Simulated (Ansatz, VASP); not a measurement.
# Bi: VASP beside Ansatz

```
Bi
1.0
    -1.69984    2.28768    1.89089
     1.69984   -2.28768    1.89089
     1.69984    2.28768   -1.89089
Bi
1
Direct
  0.00000 0.00000 0.00000
```

Change from the starting cell: strain +e along x and -e along y -0.1500, strain +e along z and -e/2 along x and y -0.0350.

Alike in both runs: task single point; functional PBE; dispersion D3(BJ); k mesh 16 × 16 × 16; occupations gaussian, width 0.15 eV; no spin polarisation.

|  | VASP | Ansatz |
| --- | --- | --- |
| version | VASP 6.6.1 | Ansatz 0.2.0 |
| potentials or method | VASP PAW PBE potentials, release 64 (Bi_d), cutoff 520 eV | scalar-relativistic, plane waves, PAW |
| valence electrons in the cell | 15 | 15 |

Ansatz gave:

- gap on the k mesh at the Fermi level (eV): none
- pressure (GPa): 2.1
- traceless stress, the component that is largest in VASP (GPa): -1.37

**Question.** Which values does VASP return?

**Answer.** gap on the k mesh at the Fermi level (eV): none; pressure (GPa): 2.1; traceless stress, the component that is largest in VASP (GPa): -1.36.

A gap of «none» marks a metal or a gap that the smearing closes.

Spin-orbit coupling is off throughout.
